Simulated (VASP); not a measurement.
Set up this calculation in VASP 6.6.1, as the native input.

```
Task                   : single point
Functional             : r2SCAN
Potentials or basis    : VASP PAW PBE potentials, release 64 (F)
Cutoff                 : 520 eV
k mesh                 : 12 × 12 × 12
Occupations            : fermi-dirac, width 0.1 eV
Spin                   : no spin polarisation
Dipole correction      : no
Further INCAR settings : ALGO = Normal; EDIFF = 1e-06; NBANDS = 14
```

The system is F.

```xyz
2
Lattice="0.0000 2.4707 2.4707 2.4707 0.0000 2.4707 2.4707 2.4707 0.0000" Properties=species:S:1:pos:R:3 pbc="T T T"
F     0.0000    0.0000    0.0000
F     1.2354    1.2354    1.2354
```

One way to write it, as run:

POSCAR

```
F
1.0
    0.0000000000      2.4707022887      2.4707022887
    2.4707022887      0.0000000000      2.4707022887
    2.4707022887      2.4707022887      0.0000000000
F
2
Direct
    0.0000000000      0.0000000000      0.0000000000
    0.2500000000      0.2500000000      0.2500000000
```

INCAR.step1

```
SYSTEM = F
ALGO = Normal
EDIFF = 1E-4
ENCUT = 520
GGA = PE
ISMEAR = -1
LASPH = .True.
LCHARG = .False.
LREAL = .False.
LWAVE = .True.
NBANDS = 14
NELM = 80
PREC = Accurate
SIGMA = 0.1
```

INCAR.step2

```
SYSTEM = F
ALGO = Normal
EDIFF = 1E-6
ENCUT = 520
ISIF = 2
ISMEAR = -1
ISTART = 1
LASPH = .True.
LCHARG = .True.
LELF = .True.
LMIXTAU = .True.
LREAL = .False.
LVHAR = .True.
LWAVE = .False.
METAGGA = R2SCAN
NBANDS = 14
NELM = 80
PREC = Accurate
SIGMA = 0.1
```

KPOINTS

```
k-points
0
Gamma
  12 12 12
  0 0 0
```

Potentials or basis: VASP PAW PBE potentials, release 64 (F).

The run is started by

```bash
$ cat potpaw_PBE.64/F/POTCAR > POTCAR
$ cp INCAR.step1 INCAR
$ mpirun -np 1 vasp_std > vasp.out
$ cp INCAR.step2 INCAR
$ mpirun -np 1 vasp_std > vasp.out
```

It gave:

```
Pressure               : -3.8 GPa
Band gap on the k mesh : zero (bands 7 and 8 overlap by 0.91 eV)
```

Caveat: the cell stands under tension; the PAW data sets were made with another functional, which shifts forces and pressure a little.

It took 51 s on 1 thread of Intel(R) Xeon(R) 6975P-C (Granite Rapids), with other jobs on the host, peak memory 0.16 GiB.
